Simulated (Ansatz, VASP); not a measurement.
ZnS in VASP and in Ansatz

File INCAR:

```
SYSTEM = ZnS
PREC     = Accurate       ! precision mode
ENCUT    = 500            ! plane-wave cutoff, eV
EDIFF    = 1E-6           ! SCF threshold, eV
ISMEAR   = 0              ! smearing method
SIGMA    = 0.01           ! smearing width, eV
LREAL    = .False.        ! projectors in reciprocal space
LASPH    = .True.         ! aspherical terms in the spheres
NELM     = 120            ! most SCF steps
ALGO     = Normal         ! electronic algorithm
ISIF     = 2              ! what is computed and relaxed
LWAVE    = .False.        ! write WAVECAR
LCHARG   = .False.        ! write CHGCAR
GGA      = PE             ! functional
NBANDS   = 26             ! bands
GGA_COMPAT= .False.
```

Contents of KPOINTS:

```
regular mesh
0
Gamma
  6 6 3
  0 0 0
```

POSCAR

```
ZnS
1.0
    3.8110000000      0.0000000000      0.0000000000
   -1.9055000000      3.3004228100      0.0000000000
    0.0000000000      0.0000000000      6.2340000000
Zn S
2 2
Direct
    0.3333333300      0.6666666700      0.0000000000
    0.6666666700      0.3333333300      0.5000000000
    0.3333333300      0.6666666700      0.3850000000
    0.6666666700      0.3333333300      0.8850000000
```

Input for Ansatz:

```yaml
crystal:
  lattice:
    - [3.811, 0.0, 0.0]
    - [-1.9055, 3.30042281, 0.0]
    - [0.0, 0.0, 6.234]
  atoms:
    - { symbol: Zn, position: [0.3333333299999999, 0.66666667, 0.0] }
    - { symbol: Zn, position: [0.66666667, 0.33333333, 0.5] }
    - { symbol: S, position: [0.3333333299999999, 0.66666667, 0.385] }
    - { symbol: S, position: [0.66666667, 0.33333333, 0.8849999999999999] }
basis:
  ecutwfc: 550.0
kpoints:
  mp_grid:
    grid: [6, 6, 3]
hamiltonian:
  xc: pbe
scf:
  occupations:
    method: fixed
output:
  optics:
    de: 0.05
    nscf_kmesh:
      grid: [8, 8, 4]
    bands:
      spectra_wanted_up_to: 8.0
```

Alike in both runs: task single point; functional PBE; k mesh 6 × 6 × 3; no spin polarisation.

|  | VASP | Ansatz |
| --- | --- | --- |
| version | VASP 6.6.1 | Ansatz 0.2.0 |
| potentials or method | VASP PAW PBE potentials, release 64 (Zn, S), cutoff 500 eV | plane waves, PAW |
| occupations | gaussian, width 0.01 eV | fixed |
| valence electrons in the cell | 36 | 36 |

|  | VASP | Ansatz | Ansatz less VASP |
| --- | --- | --- | --- |
| gap on the k mesh at the Fermi level (eV) | 2.25 | 2.25 | -0.004 |
